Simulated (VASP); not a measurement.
Set up this calculation in VASP 6.6.1, as the native input.

```
Task                   : single point
Functional             : r2SCAN
Potentials or basis    : VASP PAW PBE potentials, release 64 (Fe, Ni)
Cutoff                 : 520 eV
k mesh                 : 16 × 16 × 12
Occupations            : gaussian, width 0.1 eV
Spin                   : no spin polarisation
Dipole correction      : no
Further INCAR settings : ALGO = Normal; EDIFF = 1e-07; NBANDS = 16
```

The system is FeNi.

```
CELL_PARAMETERS angstrom
2.53300 0.00000 0.00000
0.00000 2.53300 0.00000
0.00000 0.00000 3.58200
ATOMIC_POSITIONS crystal
Fe 0.00000 0.00000 0.00000
Ni 0.50000 0.50000 0.50000
```

The input as run:

POSCAR

```
FeNi
1.0
    2.5330000000      0.0000000000      0.0000000000
    0.0000000000      2.5330000000      0.0000000000
    0.0000000000      0.0000000000      3.5820000000
Fe Ni
1 1
Direct
    0.0000000000      0.0000000000      0.0000000000
    0.5000000000      0.5000000000      0.5000000000
```

INCAR.step1

```
ALGO = Normal
EDIFF = 1E-4
ENCUT = 520
GGA = PE
ISMEAR = 0
LASPH = T
LCHARG = F
LREAL = F
LWAVE = T
NBANDS = 16
NELM = 80
PREC = Accurate
SIGMA = 0.1
```

INCAR.step2

```
ALGO = Normal
EDIFF = 1E-7
ENCUT = 520
ISIF = 2
ISMEAR = 0
ISTART = 1
LASPH = T
LCHARG = F
LMIXTAU = T
LREAL = F
LWAVE = F
METAGGA = R2SCAN
NBANDS = 16
NELM = 80
PREC = Accurate
SIGMA = 0.1
```

KPOINTS

```
k-points
0
Gamma
  16 16 12
```

Potentials or basis: VASP PAW PBE potentials, release 64 (Fe, Ni).

Command:

```console
$ cat potpaw_PBE.64/Fe/POTCAR potpaw_PBE.64/Ni/POTCAR > POTCAR
$ cp INCAR.step1 INCAR
$ mpirun -np 1 vasp_std > vasp.out
$ cp INCAR.step2 INCAR
$ mpirun -np 1 vasp_std > vasp.out
```

Results of the run:

- Pressure: -24.2 GPa
- Band gap on the k mesh: zero (band 9 reaches 7.48 eV, above the bottom of band 10 at 6.50 eV)

Caveat: the PAW data sets were made with another functional, which shifts forces and pressure a little; the run has no spin polarisation, though such a crystal can be magnetic.

Run time: 4.9 min on 1 thread of Intel(R) Xeon(R) 6975P-C (Granite Rapids), with other jobs on the host, peak memory 0.24 GiB.
